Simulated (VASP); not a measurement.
# Be7Te (P-6m2) in VASP: further runs

Be7Te is run at these levels: PBE; tasks: single point, relaxation of cell and atoms.

Program: VASP 6.6.1. These are calculated values, not measurements. Logs are shortened: lines on timing, memory, paths and dates and some standing lists are left out, and cuts for length are marked.

### Step 1. The cell of the first run

Symmetry: P-6m2, No. 187, hexagonal system. Conventional cell: a = 5.486 Å, b = 5.486 Å, c = 3.559 Å, α = 90.00°, β = 90.00°, γ = 120.00°. Within 3.0 Å of Be (site symmetry mm2) lie 8 Be at 2.23 to 2.39 Å and 2 Te at 2.75 Å. Be (site symmetry mm2) has 6 Be at 2.04 to 2.39 Å and 2 Te at 2.67 Å within 2.7 Å. Be (site symmetry -6m2) has 12 Be at 2.23 to 2.77 Å within 3.0 Å. Te (site symmetry -6m2) has 12 Be at 2.67 to 2.75 Å within 3.5 Å.

### Step 2. Single point, PBE

The input, INCAR:

```
SYSTEM = Be7Te
PREC = Accurate ; ENCUT = 520
EDIFF = 1E-6 ; ISMEAR = 0
SIGMA = 0.1 ; LREAL = .False.
LASPH = .True. ; NELM = 60
ALGO = Normal ; ISIF = 2
LWAVE = .False. ; LCHARG = .False.
GGA = PE ; NBANDS = 20
```

The input, KPOINTS:

```
regular mesh
0
Gamma
  6 6 4
  0 0 0
```

The input, POSCAR:

```
Be7Te
1.0
    5.4857233372      0.0000000000      0.0000000000
   -2.7428616686      4.7507757682      0.0000000000
    0.0000000000      0.0000000000      3.5590031912
Be Te
7 1
Direct
   -0.0495088815      0.4752455592      0.0000000000
    0.5247544408      1.0495088815      0.0000000000
    0.5247544408      0.4752455592      0.0000000000
    0.2095562840      0.7904437160      0.5000000000
    0.2095562840      0.4191125680      0.5000000000
    0.5808874320      0.7904437160      0.5000000000
    0.6666666667      0.3333333333      0.5000000000
    0.0000000000      0.0000000000      0.0000000000
```

Potentials or basis: VASP PAW PBE potentials, release 64 (Be, Te).

Run with:

```sh
cat potpaw_PBE.64/Be/POTCAR potpaw_PBE.64/Te/POTCAR > POTCAR
mpirun -np 1 vasp_std > vasp.out
```

OUTCAR:

```text
SYSTEM = Be7Te
   PREC = Accurate
   ENCUT = 520
   EDIFF = 1E-6
   ISMEAR = 0
   LREAL = .False.
   LASPH = .True.
   NELM = 60
   ISIF = 2
   GGA = PE

 ion  position               nearest neighbor table
   1  0.950  0.475  0.000-   7 2.23   7 2.23   3 2.34   2 2.34   8 2.75   8 2.75
   2  0.525  0.050  0.000-   7 2.23   7 2.23   1 2.34   3 2.34   8 2.75   8 2.75
   3  0.525  0.475  0.000-   7 2.23   7 2.23   1 2.34   2 2.34   8 2.75   8 2.75
   4  0.210  0.790  0.500-   6 2.04   5 2.04   8 2.67   8 2.67
   5  0.210  0.419  0.500-   4 2.04   6 2.04   8 2.67   8 2.67
   6  0.581  0.790  0.500-   4 2.04   5 2.04   8 2.67   8 2.67
   7  0.667  0.333  0.500-   1 2.23   1 2.23   3 2.23   3 2.23   2 2.23   2 2.23
   8  0.000  0.000  0.000-   4 2.67   6 2.67   4 2.67   6 2.67   5 2.67   5 2.67   2 2.75   1 2.75
                             3 2.75   3 2.75   2 2.75   1 2.75

  LATTYP: Found a hexagonal cell.
 ALAT       =     5.4857233372
 C/A-ratio  =     0.6487755529

  Lattice vectors:

 A1 = (   5.4857233372,   0.0000000000,   0.0000000000)
 A2 = (  -2.7428616686,   4.7507757682,   0.0000000000)
 A3 = (   0.0000000000,   0.0000000000,   3.5590031912)

Analysis of symmetry for initial positions (statically):
=====================================================================
 Subroutine PRICEL returns:
 Original cell was already a primitive cell.

 Routine SETGRP: Setting up the symmetry group for a
 hexagonal supercell.

 Subroutine GETGRP returns: Found 12 space group operations
 (whereof 12 operations were pure point group operations)
 out of a pool of 24 trial point group operations.

The static configuration has the point symmetry D_3h.

Analysis of symmetry for dynamics (positions and initial velocities):
=====================================================================
 Subroutine PRICEL returns:
 Original cell was already a primitive cell.

 Routine SETGRP: Setting up the symmetry group for a
 hexagonal supercell.

 Subroutine GETGRP returns: Found 12 space group operations
 (whereof 12 operations were pure point group operations)
 out of a pool of 24 trial point group operations.

The dynamic configuration has the point symmetry D_3h.

 Subroutine INISYM returns: Found 12 space group operations
 (whereof 12 operations are pure point group operations),
 and found     1 'primitive' translations

----------------------------------------------------------------------------------------

                                     Primitive cell

  volume of cell :      92.7528

  direct lattice vectors                    reciprocal lattice vectors
     5.485723337  0.000000000  0.000000000     0.182291366  0.105245969  0.000000000
    -2.742861669  4.750775768  0.000000000     0.000000000  0.210491938  0.000000000
     0.000000000  0.000000000  3.559003191     0.000000000  0.000000000  0.280977551

  length of vectors
     5.485723337  5.485723337  3.559003191     0.210491938  0.210491938  0.280977551

  position of ions in fractional coordinates (direct lattice)
     0.950491118  0.475245559  0.000000000
     0.524754441  0.049508882  0.000000000
     0.524754441  0.475245559  0.000000000
     0.209556284  0.790443716  0.500000000
     0.209556284  0.419112568  0.500000000
     0.580887432  0.790443716  0.500000000
     0.666666667  0.333333333  0.500000000
     0.000000000  0.000000000  0.000000000

  ion indices of the primitive-cell ions
   primitive index   ion index
                 1           1
                 2           2
                 3           3
                 4           4
                 5           5
                 6           6
                 7           7
                 8           8

----------------------------------------------------------------------------------------

 KPOINTS: regular mesh

Automatic generation of k-mesh.
 Grid dimensions read from file:
 generate k-points for:    6    6    4

 Generating k-lattice:

  Cartesian coordinates                     Fractional coordinates (reciprocal lattice)
     0.030381894  0.017540995  0.000000000     0.166666667  0.000000000  0.000000000
     0.000000000  0.035081990  0.000000000     0.000000000  0.166666667  0.000000000
     0.000000000  0.000000000  0.070244388     0.000000000  0.000000000  0.250000000

  Length of vectors
     0.035081990  0.035081990  0.070244388

  Shift w.r.t. Gamma in fractional coordinates (k-lattice)
     0.000000000  0.000000000  0.000000000

 Subroutine IBZKPT returns following result:
 ===========================================

 Found     21 irreducible k-points:

 Following reciprocal coordinates:
            Coordinates               Weight
  0.000000  0.000000  0.000000      1.000000
  0.166667 -0.000000  0.000000      6.000000
  0.333333 -0.000000  0.000000      6.000000
  0.500000  0.000000  0.000000      3.000000
  0.166667  0.166667  0.000000      6.000000
  0.333333  0.166667  0.000000     12.000000
[... 13 lines left out ...]
  0.333333  0.166667  0.500000     12.000000
  0.333333  0.333333  0.500000      2.000000
   k-points           NKPTS =     21   k-points in BZ     NKDIM =     21   number of bands    NBANDS=     20
   number of dos      NEDOS =    301   number of ions     NIONS =      8
   total plane-waves  NPLWV =  49392
   dimension x,y,z NGX =    42 NGY =   42 NGZ =   28
   dimension x,y,z NGXF=    84 NGYF=   84 NGZF=   56
   ions per type =               7   1
   NGX,Y,Z   is equivalent  to a cutoff of  12.73, 12.73, 13.08 a.u.
   NGXF,Y,Z  is equivalent  to a cutoff of  25.46, 25.46, 26.16 a.u.
 SYSTEM =  Be7Te
   PREC   = accura    normal or accurate (medium, high low for compatibility)
   ISTART =      0    job   : 0-new  1-cont  2-samecut
   ICHARG =      2    charge: 1-file 2-atom 10-const
   ISPIN  =      1    spin polarized calculation?
   LNONCOLLINEAR =      F non collinear calculations
   LSORBIT =      F    spin-orbit coupling
   LASPH  =      T    aspherical Exc in radial PAW
   ENCUT  =  520.0 eV  38.22 Ry    6.18 a.u.  10.20 10.20  6.62*2*pi/ulx,y,z
   NELM   =     60;   NELMIN=  2; NELMDL= -5     # of ELM steps
   EDIFF  = 0.1E-05   stopping-criterion for ELM
   LREAL  =      F    real-space projection
   EDIFFG = 0.1E-04   stopping-criterion for IOM
   NSW    =      0    number of steps for IOM
   IBRION =     -1    ionic relax: 0-MD 1-quasi-New 2-CG
   NFREE  =      0    steps in history (QN), initial steepest desc. (CG)
   ISIF   =      2    stress and relaxation
   ISYM   =      2    0-nonsym 1-usesym 2-fastsym
   POTIM  = 0.5000    time-step for ionic-motion
   TEBEG  =    0.0;   TEEND  =   0.0 temperature during run
   PSTRESS=    0.0 pullay stress
   NELECT =      20.0000    total number of electrons
   NUPDOWN=      -1.0000    fix difference up-down
   EMIN   =  10.00;   EMAX   =-10.00  energy-range for DOS
   EFERMI =   0.00;   METHOD = LEGACY
   ISMEAR =     0;   SIGMA  =   0.10  broadening in eV -4-tet -1-fermi 0-gaus
   EFERMI_NEDOS =   21; number of points for ismear=-14 and -15
   IALGO  =     38    algorithm
   IMIX   =      4    mixing-type and parameters
     AMIX     =   0.40;   BMIX     =  1.00
     AMIX_MAG =   1.60;   BMIX_MAG =  1.00
  volume/ion in A,a.u.               =      11.59        78.24
  Fermi-wavevector in a.u.,A,eV,Ry     =   0.981693  1.855132 13.112234  0.963722
  Thomas-Fermi vector in A             =   2.112720
   LORBIT       =      0    0 simple, 1 ext, 2 COOP (PROOUT), +10 PAW based schemes
   GGA     = PE    functional components
   LHFCALC =     F    Hartree Fock is set to
   AEXX    =    0.0000 exact exchange contribution
   IVDW    =     0    specifies the selected vdW correction
   LEPSILON=     F    determine dielectric tensor
   LRPA    =     F    only Hartree local field effects (RPA)
 non-spin polarized calculation
 Gauss-broadening in eV      SIGMA  =   0.10
  energy-cutoff  :      520.00
  volume of cell :       92.75
 maximum number of plane-waves:      2527
 NGX is ok and might be reduce to    42
   NGX = 21   NGY = 21   NGZ = 13

 number of electron      20.0000000 magnetization

 Free energy of the ion-electron system (eV)
  ---------------------------------------------------
  ext. energy  EPLUGINS =         0.00000000
  ---------------------------------------------------
  free energy    TOTEN  =       -24.83720831 eV

  energy without entropy =      -24.81831049  energy(sigma->0) =      -24.82775940

 E-fermi :   6.8703     XC(G=0): -10.1240

 val. band max:        6.8356870514   @ k =   0.3333  -0.0000   0.2500
 cond. band min:       6.8830523965   @ k =   0.5000   0.0000   0.2500
 fundamental gap:      0.0473653451
 Fermi energy:         6.8702977454

 k-point     1 :       0.0000    0.0000    0.0000
  band No.  band energies     occupation
      1      -7.0456      2.00000
      2      -0.5416      2.00000
      3       0.2384      2.00000
      4       0.2384      2.00000
      5       1.7420      2.00000
      6       2.3724      2.00000
[... 12 lines left out ...]
     19      11.7129      0.00000
     20      12.3535      0.00000

 k-point     2 :       0.1667   -0.0000    0.0000
  band No.  band energies     occupation
      1      -6.9999      2.00000
      2      -1.2799      2.00000
      3       0.0439      2.00000
      4       0.6184      2.00000
      5       1.5377      2.00000
      6       2.8506      2.00000
[... 12 lines left out ...]
     19      12.2204      0.00000
     20      12.8199      0.00000
[... 396 lines left out ...]
      3      -0.3318      2.00000
      4       0.5992      2.00000
      5       0.8388      2.00000
      6       1.7532      2.00000
[... 12 lines left out ...]
     19      12.3260      0.00000
     20      13.2150      0.00000

 k-point    21 :       0.3333    0.3333    0.5000
  band No.  band energies     occupation
      1      -5.6439      2.00000
      2      -0.4561      2.00000
      3      -0.1384      2.00000
      4       0.0186      2.00000
      5       0.9738      2.00000
      6       1.0485      2.00000
[... 12 lines left out ...]
     19      11.6590      0.00000
     20      11.9818      0.00000

------------------------ aborting loop because EDIFF is reached ----------------------------------------

  FORCE on cell =-STRESS in cart. coord.  units (eV):
  Direction    XX          YY          ZZ          XY          YZ          ZX
  --------------------------------------------------------------------------------------
  -------------------------------------------------------------------------------------
  Total       -0.0204270     -0.0204270      0.1758235     -0.0000000      0.0000000      0.0000000
  in kB       -0.3528483     -0.3528483      3.0371112     -0.0000000      0.0000000      0.0000000
  external PRESSURE =       0.7771382 kB  Pullay stress =       0.0000000 kB

 VOLUME and BASIS-vectors are now :
 -----------------------------------------------------------------------------
  energy-cutoff  :      520.00
  volume of cell :       92.75
      direct lattice vectors                 reciprocal lattice vectors
     5.485723337  0.000000000  0.000000000     0.182291366  0.105245969  0.000000000
    -2.742861669  4.750775768  0.000000000     0.000000000  0.210491938  0.000000000
     0.000000000  0.000000000  3.559003191     0.000000000  0.000000000  0.280977551

 POSITION                                       TOTAL-FORCE (eV/Angst)
 -----------------------------------------------------------------------------------
      3.91060      2.25779      0.00000         0.006314      0.003646      0.000000
      2.74286      0.23521      0.00000         0.000000     -0.007291      0.000000
      1.57512      2.25779      0.00000        -0.006314      0.003646      0.000000
     -1.01851      3.75522      1.77950        -0.014247      0.008226      0.000000
      0.00000      1.99111      1.77950         0.000000     -0.016451     -0.000000
      1.01851      3.75522      1.77950         0.014247      0.008226      0.000000
      2.74286      1.58359      1.77950         0.000000      0.000000      0.000000
      0.00000      0.00000      0.00000         0.000000      0.000000      0.000000
 -----------------------------------------------------------------------------------
    total drift:                               -0.000000      0.000000      0.000000

  FREE ENERGIE OF THE ION-ELECTRON SYSTEM (eV)
  ---------------------------------------------------
  free  energy   TOTEN  =       -24.8372083132 eV

  energy  without entropy=      -24.8183104936  energy(sigma->0) =      -24.82775940
```

Wall time 29 s (1 thread of Intel Xeon 6975P-C (Granite Rapids), shared host); peak memory 0.22 GiB.

What came out:

- Free energy: -24.8372 eV
- Pressure: 0.1 GPa
- Largest force: 0.016 eV/Å
- Band gap on the k mesh: zero (band 10 reaches 8.20 eV, above the bottom of band 11 at 5.86 eV)

Forces in eV/Å, atoms in the order of the input:
```
Be   0.006  0.004  0.000
Be   0.000 -0.007  0.000
Be  -0.006  0.004  0.000
Be  -0.014  0.008  0.000
Be   0.000 -0.016  0.000
Be   0.014  0.008  0.000
Be   0.000  0.000  0.000
Te   0.000  0.000  0.000
```

Stress tensor (GPa, compression positive):
```
-0.04  0.00  0.00
 0.00 -0.04  0.00
 0.00  0.00  0.30
```

Caveat: the k points lie up to 0.44 Å⁻¹ apart; spin-orbit coupling is left out, which moves the levels of the heavy elements.

### Step 3. Single point, PBE

This run uses another cell than the first one, of 14.21 Å³/atom, 1.226 times its volume.

The input, INCAR:

```
SYSTEM = Be7Te
PREC = Accurate
ENCUT = 520
EDIFF = 1E-6
ISMEAR = 0
SIGMA = 0.1
LREAL = .FALSE.
LASPH = .TRUE.
NELM = 60
ALGO = Fast
ISIF = 2
LWAVE = .FALSE.
LCHARG = .FALSE.
GGA = PE
NBANDS = 20
```

The input, KPOINTS:

```
Automatic mesh
0
G
  6 6 4
  0 0 0
```

The input, POSCAR:

```
Be7Te
1.0
    5.5152569400      0.0000000000      0.0000000000
   -2.7576284700      4.7763526200      0.0000000000
    0.0000000000      0.0000000000      4.3163989200
Be Te
7 1
Direct
    0.0084132500      0.5042066200      0.0000000000
    0.4957933800      0.9915867500      0.0000000000
    0.4957933800      0.5042066200      0.0000000000
    0.1697076500      0.8302923500      0.5000000000
    0.1697076500      0.3394153000      0.5000000000
    0.6605847000      0.8302923500      0.5000000000
    0.6666666700      0.3333333300      0.5000000000
    0.0000000000      0.0000000000      0.0000000000
```

Potentials or basis: VASP PAW PBE potentials, release 64 (Be, Te).

Run with:

```sh
cat potpaw_PBE.64/Be/POTCAR potpaw_PBE.64/Te/POTCAR > POTCAR
mpirun -np 1 vasp_std > vasp.out
```

OUTCAR:

```text
SYSTEM = Be7Te
   PREC = Accurate
   ENCUT = 520
   EDIFF = 1E-6
   ISMEAR = 0
   LREAL = .FALSE.
   LASPH = .TRUE.
   NELM = 60
   ISIF = 2
   GGA = PE

 ion  position               nearest neighbor table
   1  0.008  0.504  0.000-   8 2.76   8 2.76
   2  0.496  0.992  0.000-   8 2.76   8 2.76
   3  0.496  0.504  0.000-   8 2.76   8 2.76
   4  0.170  0.830  0.500-   8 2.70   8 2.70
   5  0.170  0.339  0.500-   8 2.70   8 2.70
   6  0.661  0.830  0.500-   8 2.70   8 2.70
   7  0.667  0.333  0.500-
   8  0.000  0.000  0.000-   4 2.70   6 2.70   4 2.70   6 2.70   5 2.70   5 2.70   2 2.76   1 2.76
[... 692 lines left out ...]
  Total       -9.4400297     -9.4400297    -10.7780835      0.0000000      0.0000000      0.0000000
  in kB     -133.0148832   -133.0148833   -151.8687500      0.0000000      0.0000000      0.0000000
  external PRESSURE =    -139.2995055 kB  Pullay stress =       0.0000000 kB

 VOLUME and BASIS-vectors are now :
 -----------------------------------------------------------------------------
  energy-cutoff  :      520.00
  volume of cell :      113.71
      direct lattice vectors                 reciprocal lattice vectors
     5.515256940  0.000000000  0.000000000     0.181315215  0.104682388  0.000000000
    -2.757628470  4.776352620  0.000000000     0.000000000  0.209364777  0.000000000
     0.000000000  0.000000000  4.316398920     0.000000000  0.000000000  0.231674602

 POSITION                                       TOTAL-FORCE (eV/Angst)
 -----------------------------------------------------------------------------------
     -1.34401      2.40827      0.00000         0.001979      0.001143     -0.000000
      0.00000      4.73617      0.00000        -0.000000     -0.002286      0.000000
      1.34401      2.40827      0.00000        -0.001979      0.001143     -0.000000
     -1.35366      3.96577      2.15820         0.967193     -0.558409      0.000000
      0.00000      1.62117      2.15820        -0.000000      1.116818     -0.000000
      1.35366      3.96577      2.15820        -0.967193     -0.558409      0.000000
      2.75763      1.59212      2.15820        -0.000000      0.000000      0.000000
      0.00000      0.00000      0.00000        -0.000000      0.000000      0.000000
 -----------------------------------------------------------------------------------
    total drift:                                0.000000     -0.000000     -0.000000

  FREE ENERGIE OF THE ION-ELECTRON SYSTEM (eV)
  ---------------------------------------------------
  free  energy   TOTEN  =       -22.7040104105 eV

  energy  without entropy=      -22.6863576626  energy(sigma->0) =      -22.69518404
```

OSZICAR:

```text
N       E                     dE             d eps       ncg     rms          rms(c)
DAV:   1     0.245752092657E+02    0.24575E+02   -0.68109E+03   840   0.784E+02
DAV:   2    -0.203975918867E+02   -0.44973E+02   -0.42887E+02  1008   0.125E+02
DAV:   3    -0.230496337279E+02   -0.26520E+01   -0.25710E+01  1236   0.266E+01
DAV:   4    -0.230840458976E+02   -0.34412E-01   -0.34350E-01  1068   0.349E+00
DAV:   5    -0.230844863110E+02   -0.44041E-03   -0.44034E-03  1184   0.452E-01    0.107E+01
RMM:   6    -0.227334391706E+02    0.35105E+00   -0.50093E-01   866   0.199E+00    0.787E+00
RMM:   7    -0.227134793785E+02    0.19960E-01   -0.29747E-01   932   0.163E+00    0.332E+00
RMM:   8    -0.227046111801E+02    0.88682E-02   -0.51305E-02   911   0.887E-01    0.708E-01
RMM:   9    -0.227040015533E+02    0.60963E-03   -0.34315E-03  1042   0.244E-01    0.307E-01
RMM:  10    -0.227040315981E+02   -0.30045E-04   -0.60052E-04  1081   0.113E-01    0.198E-01
RMM:  11    -0.227040109405E+02    0.20658E-04   -0.94153E-05  1070   0.527E-02    0.225E-02
RMM:  12    -0.227040112248E+02   -0.28427E-06   -0.19626E-05  1147   0.229E-02    0.316E-02
RMM:  13    -0.227040104105E+02    0.81426E-06   -0.20939E-06   863   0.838E-03
   1 F= -.22704010E+02 E0= -.22695184E+02  d E =-.176527E-01
```

Run time: 24 s. Hardware: 1 thread of Intel Xeon 6975P-C (Granite Rapids), shared host; peak memory 0.23 GiB.

Results:

```yaml
Free_energy: -22.7040 eV
Pressure: -13.9 GPa
Largest_force: 1.117 eV/Å
Band_gap_on_the_k_mesh: zero (band 10 reaches 6.36 eV, above the bottom of band 11 at 4.50 eV)
```

Forces in eV/Å, atoms in the order of the input:
```
Be   0.002  0.001  0.000
Be   0.000 -0.002  0.000
Be  -0.002  0.001  0.000
Be   0.967 -0.558  0.000
Be   0.000  1.117  0.000
Be  -0.967 -0.558  0.000
Be   0.000  0.000  0.000
Te   0.000  0.000  0.000
```

Caveat: the k points lie up to 0.36 Å⁻¹ apart; spin-orbit coupling is left out, which moves the levels of the heavy elements; forces of over 1 eV/Å act on the atoms, so gaps and moduli don't describe the material at rest.

(Continued in part 2 of 2.)
